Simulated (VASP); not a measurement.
A run of VASP 6.6.1 is set up as follows.

File INCAR:

```
SYSTEM = Sr
  ALGO = Normal
  EDIFF = 1E-8
  ENCUT = 520
  GGA = PE
  ISIF = 2
  ISMEAR = -1
  LASPH = .TRUE.
  LCHARG = .FALSE.
  LEFG = .TRUE.
  LREAL = .FALSE.
  LWAVE = .FALSE.
  NBANDS = 17
  NELM = 60
  PREC = Accurate
  SIGMA = 0.08
```

Contents of KPOINTS:

```
k-points
0
G
  10 10 5
  0 0 0
```

File POSCAR:

```
Sr
1.0
    4.3100002207      0.0000000000      0.0000000000
   -2.1550001104      3.7325696814      0.0000000000
    0.0000000000      0.0000000000      7.0500000000
Sr
2
Direct
    0.3333333333      0.6666666667      0.2500000000
    0.6666666667      0.3333333333      0.7500000000
```

Potentials or basis: VASP PAW PBE potentials, release 64 (Sr_sv).

The run is started by

```sh
$ cat potpaw_PBE.64/Sr_sv/POTCAR > POTCAR
$ mpirun -np 1 vasp_std > vasp.out
```

Task: Predict the band gap on the k mesh.

Result: Zero (band 10 reaches 1.61 eV, above the bottom of band 11 at 1.47 eV).

Task: Estimate the pressure.

Result: -0.3 GPa.

Electric field gradients, principal values (V/Å²):
```tsv
atom	least	middle	greatest (by size)
1 Sr	2.316	2.316	-4.633
2 Sr	2.316	2.316	-4.633
```

Caveat: without QUAD_EFG the Cq values of the log hold for a quadrupole moment of 1 mb, not for the nuclei.
